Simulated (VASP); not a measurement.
# Nb3Cr: single point with PBE

Crystal: Nb3Cr.

```
Nb Cr
1.0
     0.00000    3.21889    3.21889
     3.21889    0.00000    3.21889
     3.21889    3.21889    0.00000
Nb Cr
3 1
Direct
  0.75000 0.75000 0.75000
  0.25000 0.25000 0.25000
  0.50000 0.50000 0.50000
  0.00000 0.00000 0.00000
```

```json
{"Program": "VASP 6.6.1", "Task": "single point", "Functional": "PBE", "Potentials or basis": "VASP PAW PBE potentials, release 64 (Nb_sv, Cr_pv)", "Cutoff": "520 eV", "k mesh": "6 × 6 × 6", "Occupations": "fermi-dirac, width 0.1 eV", "Spin": "collinear spin, ferromagnetic start", "Starting moments": "[0.0, 0.0, 0.0, 2.1] μB", "Dipole correction": "no", "Further INCAR settings": "ALGO = Normal; EDIFF = 1e-06; NBANDS = 38"}
```

The pressure is -2.0 GPa. The net moment is 0.00 μB per cell and the valence electrons inside the program's atomic spheres are Nb 10.71, 10.83; Cr 10.77.

Levels at points of the mesh, in eV from the Fermi level:
Spin up:
```csv
k point,band 21,band 22,band 23,band 24,band 25,band 26,band 27,band 28,band 29,band 30
"(0.00, 0.00, 0.00)",-1.57,-0.97,-0.97,-0.97,0.11,0.11,0.11,1.63,1.63,3.88
"(0.50, 0.00, 0.00)",-1.39,-1.34,-1.27,-1.27,-1.20,-1.05,-1.05,1.95,1.95,2.56
"(0.50, 0.50, 0.00)",-1.66,-1.14,-1.04,0.42,0.42,0.79,0.79,1.16,1.81,2.22
```
Spin down:
| k point | band 21 | band 22 | band 23 | band 24 | band 25 | band 26 | band 27 | band 28 | band 29 | band 30 |
| --- | --- | --- | --- | --- | --- | --- | --- | --- | --- | --- |
| (0.00, 0.00, 0.00) | -1.57 | -0.97 | -0.97 | -0.97 | 0.11 | 0.11 | 0.11 | 1.64 | 1.64 | 3.88 |
| (0.50, 0.00, 0.00) | -1.39 | -1.34 | -1.27 | -1.27 | -1.20 | -1.05 | -1.05 | 1.95 | 1.95 | 2.56 |
| (0.50, 0.50, 0.00) | -1.66 | -1.14 | -1.04 | 0.42 | 0.42 | 0.79 | 0.79 | 1.16 | 1.82 | 2.22 |

Run time: 5.3 min on 1 thread of Oxide Virtual Turin-like Processor (shared host), peak memory 0.23 GiB.

Caveat: the starting moments collapsed, and a magnetic state may lie lower.
